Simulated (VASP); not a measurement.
A run of VASP 6.6.1 is set up as follows.

File INCAR:

```
PREC     = Accurate       # precision mode
ENCUT    = 600            # plane-wave cutoff, eV
EDIFF    = 1E-6           # SCF threshold, eV
ISMEAR   = -1             # smearing method
SIGMA    = 0.05           # smearing width, eV
LREAL    = False          # projectors in reciprocal space
LASPH    = True           # aspherical terms in the spheres
NELM     = 200            # most SCF steps
ALGO     = Normal         # electronic algorithm
ISIF     = 2              # what is computed and relaxed
LWAVE    = False          # write WAVECAR
LCHARG   = False          # write CHGCAR
ISPIN    = 2              # spin polarisation
MAGMOM   = 2 2 2 0 0 0 0  # initial moments
LORBIT   = 11             # projections on sites
LMAXMIX  = 4              # l up to which the mixer works
GGA      = PE             # functional
NBANDS   = 44             # bands
GGA_COMPAT= False
```

KPOINTS

```
regular mesh
0
Gamma
  11 11 11
```

Contents of POSCAR:

```
W3N4
1.0
    4.2028440540      0.0000000000      0.0000000000
    0.0000000000      4.2028440540      0.0000000000
    0.0000000000      0.0000000000      4.2028440540
W N
3 4
Direct
    0.5000000000      0.5000000000      0.0000000000
    0.0000000000      0.5000000000      0.5000000000
    0.5000000000      0.0000000000      0.5000000000
    0.5000000000      0.5000000000      0.5000000000
    0.5000000000      0.0000000000      0.0000000000
    0.0000000000      0.5000000000      0.0000000000
    0.0000000000      0.0000000000      0.5000000000
```

Potentials or basis: VASP PAW PBE potentials, release 64 (W_sv, N).

The run is started by

```bash
$ cat potpaw_PBE.64/W_sv/POTCAR potpaw_PBE.64/N/POTCAR > POTCAR
$ mpirun -np 1 vasp_std > vasp.out
```

Question: What does it give for the net moment?

Answer: 0.00 μB per cell.

Question: Predict the pressure.

Answer: 4.4 GPa.

Question: What does it give for the band gap on the k mesh?

Answer: Zero (filled and empty bands overlap).

Caveat: the cell stands under pressure; spin-orbit coupling is left out, which moves the levels of the heavy elements.
